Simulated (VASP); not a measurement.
Write the native input for VASP 6.6.1 that does the following.

- Task: single point
- Functional: PBE
- Potentials or basis: VASP PAW PBE potentials, release 64 (Cu)
- Cutoff: 600 eV
- k mesh: 7 × 7 × 7
- Occupations: fermi-dirac, width 0.1 eV
- Spin: no spin polarisation
- Dipole correction: no
- Further INCAR settings: ALGO = Normal; EDIFF = 1e-06; NBANDS = 12

The structure of Cu lies in POSCAR:

```
Cu
1.0
    0.0000000000      1.7966500000      1.7966500000
    1.7966500000      0.0000000000      1.7966500000
    1.7966500000      1.7966500000      0.0000000000
Cu
1
Direct
    0.0000000000      0.0000000000      0.0000000000
```

These files were run (other wordings do the same):

INCAR

```
PREC = Accurate ; ENCUT = 600
EDIFF = 1E-6 ; ISMEAR = -1
SIGMA = 0.1 ; LREAL = False
LASPH = True ; NELM = 120
ALGO = Normal ; ISIF = 2
LWAVE = False ; LCHARG = False
GGA = PE ; NBANDS = 12
GGA_COMPAT = False
```

KPOINTS

```
regular mesh
0
Gamma
  7 7 7
```

Potentials or basis: VASP PAW PBE potentials, release 64 (Cu).

The run is started by

```console
$ cat potpaw_PBE.64/Cu/POTCAR > POTCAR
$ mpirun -np 1 vasp_std > vasp.out
```

It gave:

- Pressure: 5.0 GPa

Caveat: the k points lie up to 0.43 Å⁻¹ apart.

Wall time 6.6 s on 1 thread of AMD EPYC 7R13, on a shared host, peak memory 0.09 GiB.
